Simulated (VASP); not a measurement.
Here is a VASP 6.6.1 calculation.

INCAR

```
SYSTEM = Ru16N
  PREC = Accurate
  ENCUT = 520
  EDIFF = 1E-7
  ISMEAR = 0
  SIGMA = 0.1
  LREAL = Auto
  LASPH = .True.
  NELM = 60
  ALGO = Normal
  ISIF = 2
  LWAVE = .False.
  LCHARG = .False.
  LDIPOL = .True.
  IDIPOL = 3
  DIPOL = 0.5 0.5 0.342
  GGA = PE
  NBANDS = 128
```

KPOINTS

```
regular mesh
0
Gamma
  6 6 1
  0 0 0
```

The input POSCAR:

```
Ru16N
1.0
    5.4400501761      0.0000000000      0.0000000000
   -2.7200250880      4.7112216504      0.0000000000
    0.0000000000      0.0000000000     21.8659169401
Ru N
16 1
Direct
    0.3333333333      0.1666666667      0.1829331014
    0.3333333333      0.6666666667      0.1829331014
    0.8333333333      0.1666666667      0.1829331014
    0.8333333333      0.6666666667      0.1829331014
    0.1666666667      0.3333333333      0.2811857727
    0.1666666667      0.8333333333      0.2811857727
    0.6666666667      0.3333333333      0.2811857727
    0.6666666667      0.8333333333      0.2811857727
    0.3333333333      0.1666666667      0.3790822100
    0.3333333333      0.6666666667      0.3790822100
    0.8333333333      0.1666666667      0.3790822100
    0.8333333333      0.6666666667      0.3790822100
    0.1666666667      0.3333333333      0.4740673336
    0.1666666667      0.8333333333      0.4740673336
    0.6666666667      0.3333333333      0.4740673336
    0.6666666667      0.8333333333      0.4740673336
    0.1666666667      0.3333333333      0.5513995393
```

Potentials or basis: VASP PAW PBE potentials, release 64 (Ru_pv, N).

Run with:

```console
$ cat potpaw_PBE.64/Ru_pv/POTCAR potpaw_PBE.64/N/POTCAR > POTCAR
$ mpirun -np 1 vasp_std > vasp.out
```

Predict the band gap on the k mesh.

zero (an odd number of electrons rules out a gap without spin polarisation).

Estimate the largest force.

2.073 eV/Å.

Forces on the atoms (eV/Å):
```
Ru   0.003 -0.002  0.511
Ru   0.000  0.003  0.511
Ru  -0.003 -0.002  0.511
Ru   0.000  0.000  0.830
Ru   0.000  0.000 -0.369
Ru  -0.106 -0.061 -0.586
Ru   0.000  0.122 -0.586
Ru   0.106 -0.061 -0.586
Ru   0.177 -0.102 -0.527
Ru   0.000  0.205 -0.527
Ru  -0.177 -0.102 -0.527
Ru   0.000  0.000 -0.412
Ru   0.000  0.000  2.073
Ru   0.078  0.045 -0.152
Ru   0.000 -0.090 -0.152
Ru  -0.078  0.045 -0.152
N    0.000  0.000  0.141
```
